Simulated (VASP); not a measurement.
Here is a VASP 6.6.1 calculation.

File INCAR:

```
PREC = Accurate
ENCUT = 520
EDIFF = 1E-7
ISMEAR = 1
SIGMA = 0.1
LREAL = F
LASPH = T
NELM = 100
ALGO = Normal
ISIF = 2
LWAVE = F
LCHARG = T
GGA = PS
IVDW = 12
LELF = T
LVHAR = T
NBANDS = 33
```

Contents of KPOINTS:

```
Automatic mesh
0
Gamma
  6 6 9
```

File POSCAR:

```
TaN
1.0
    5.1443232065      0.0000000000      0.0000000000
   -2.5721616032      4.4551145821      0.0000000000
    0.0000000000      0.0000000000      2.8789491322
Ta N
3 3
Direct
    0.3333333333      0.6666666667      0.5000000000
    0.6666666667      0.3333333333      0.5000000000
    0.0000000000      0.0000000000      0.0000000000
    0.3941806311      0.0000000000      0.0000000000
    0.6058193689      0.6058193689      0.0000000000
    0.0000000000      0.3941806311      0.0000000000
```

Potentials or basis: VASP PAW PBE potentials, release 64 (Ta_pv, N).

Run with:

```sh
$ cat potpaw_PBE.64/Ta_pv/POTCAR potpaw_PBE.64/N/POTCAR > POTCAR
$ mpirun -np 1 vasp_std > vasp.out
```

Task: What does it give for the largest force?

Result: 0.012 eV/Å.

Task: What does it give for the dispersion energy per atom?

Result: -0.450 eV.

Forces on the atoms (eV/Å):
```
Ta   0.000  0.000  0.000
Ta   0.000  0.000  0.000
Ta   0.000  0.000  0.000
N    0.012  0.000  0.000
N   -0.006 -0.010  0.000
N   -0.006  0.010  0.000
```

Caveat: the PAW data sets were made with another functional, which shifts forces and pressure a little.
